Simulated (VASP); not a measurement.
# BaLi7F9: single point with PBE

BaLi7F9:

```xyz
17
Lattice="5.6030 0.0278 -0.0375 0.0278 5.7535 -0.0718 -0.0375 -0.0718 5.5402" Properties=species:S:1:pos:R:3 pbc="T T T"
Ba    4.3705    0.0516    3.7703
F     3.6982    3.7045    2.3232
F     0.0098    2.2472    3.0346
F     1.5079    3.0913    1.1324
F     4.4438    3.5475    5.1920
F     1.8262    4.3515    4.0445
F     2.7850    0.6460    1.3526
F     2.6478    1.6663    4.5611
F     0.2218    1.1561   -0.1021
F     0.5055    5.2395    1.9808
Li    0.9824    1.3402    1.8228
Li    5.4168    3.4854    1.5753
Li    3.2598    3.1466    3.9476
Li    3.1832    2.2809    0.8242
Li    0.6681    2.7459    4.6969
Li    1.7654    5.8524   -0.3558
Li    2.1554    4.5364    2.1441
```

- Program: VASP 6.6.1
- Task: single point
- Functional: PBE
- Potentials or basis: VASP PAW PBE potentials, release 64 (Ba_sv, F, Li_sv)
- Cutoff: 520 eV
- k mesh: 1 × 1 × 1
- Occupations: fermi-dirac, width 0.05 eV
- Spin: no spin polarisation

* Largest force: 1.027 eV/Å
* Band gap on the k mesh: 7.28 eV

Forces on the atoms (eV/Å):
```
Ba   0.233 -0.157 -0.357
F    0.154 -0.225 -0.580
F    0.040 -0.435 -0.052
F    0.213 -0.285 -0.588
F    0.551  0.160  0.677
F    0.116  0.327  0.459
F   -0.050 -0.877  0.532
F   -0.638 -0.353 -0.144
F    0.445 -0.206  0.875
F   -0.303  0.491 -0.274
Li   0.188 -0.264 -0.457
Li  -0.219  0.656 -0.034
Li  -0.078 -0.012 -0.050
Li   0.005  0.719 -0.232
Li   0.077  0.087  0.155
Li  -0.090  0.381  0.485
Li  -0.644 -0.007 -0.415
```

Levels at points of the mesh, in eV from the valence-band top:
```csv
k point,band 45,band 46,band 47,band 48,band 49,band 50
"(0.00, 0.00, 0.00)",-0.11,-0.06,0.00,7.28,8.25,8.88
```

It took 17 s on 1 thread of Intel(R) Xeon(R) 6975P-C (Granite Rapids), with other jobs on the host, peak memory 0.26 GiB.

Caveat: the k points lie up to 1.13 Å⁻¹ apart; spin-orbit coupling is left out, which moves the levels of the heavy elements.
